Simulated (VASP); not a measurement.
Wanted: the native input for a VASP 6.6.1 run.

```
Task                   : single point
Functional             : PBE
Potentials or basis    : VASP PAW PBE potentials, release 64 (Ca_sv, S)
Cutoff                 : 520 eV
k mesh                 : 2 × 2 × 2
Occupations            : fermi-dirac, width 0.05 eV
Spin                   : no spin polarisation
Dipole correction      : no
Further INCAR settings : LREAL = Auto; ALGO = Normal; EDIFF = 1e-07; NBANDS = 74
```

The structure of Ca8S7 (a cell with a defect) lies in POSCAR:

```
Ca8S7
1.0
    0.0000000000      5.6369920000      5.6369920000
    5.6369920000      0.0000000000      5.6369920000
    5.6369920000      5.6369920000      0.0000000000
Ca S
8 7
Direct
   -0.0001003195      0.0012562551      0.0006263092
   -0.0008588801      0.0004606180      0.5013502769
   -0.0000712259      0.5000616464      0.0006523869
   -0.0001665782      0.4997314170      0.5020534001
    0.4984921923      0.0011311884      0.0006768681
    0.4985057634      0.0012882757      0.5020741559
    0.4992265378      0.5003056595      0.0014520155
    0.4984658485      0.5000337059      0.5018577284
    0.2492043629      0.2504399510      0.2513558650
   -0.2508980854      0.2504886471      0.7514189305
    0.2491273715      0.7504509497      0.2512581178
    0.2493047711      0.7504591101      0.7513109829
    0.7493346629      0.2506151330      0.2513286341
    0.7492117250      0.7506030699      0.2513577277
    0.7491487481      0.7504425232      0.7514102379
```

The input as run:

INCAR

```
SYSTEM = Ca8S7
  PREC = Accurate
  ENCUT = 520
  EDIFF = 1E-7
  ISMEAR = -1
  SIGMA = 0.05
  LREAL = Auto
  LASPH = .True.
  NELM = 80
  ALGO = Normal
  ISIF = 2
  LWAVE = .False.
  LCHARG = .True.
  GGA = PE
  LELF = .True.
  LVHAR = .True.
  NBANDS = 74
```

KPOINTS

```
regular mesh
0
Gamma
  2 2 2
  0 0 0
```

Potentials or basis: VASP PAW PBE potentials, release 64 (Ca_sv, S).

Launch:

```bash
$ cat potpaw_PBE.64/Ca_sv/POTCAR potpaw_PBE.64/S/POTCAR > POTCAR
$ mpirun -np 1 vasp_std > vasp.out
```

Results of the run:

| Property | Result |
| --- | --- |
| Pressure | 2.0 GPa |
| Largest force | 0.015 eV/Å |
| Band gap on the k mesh | 0.26 eV |

Caveat: the k points lie up to 0.48 Å⁻¹ apart.

It took 8 min on 1 thread of Intel(R) Xeon(R) Platinum 8559C (Emerald Rapids), with other jobs on the host, peak memory 0.54 GiB.
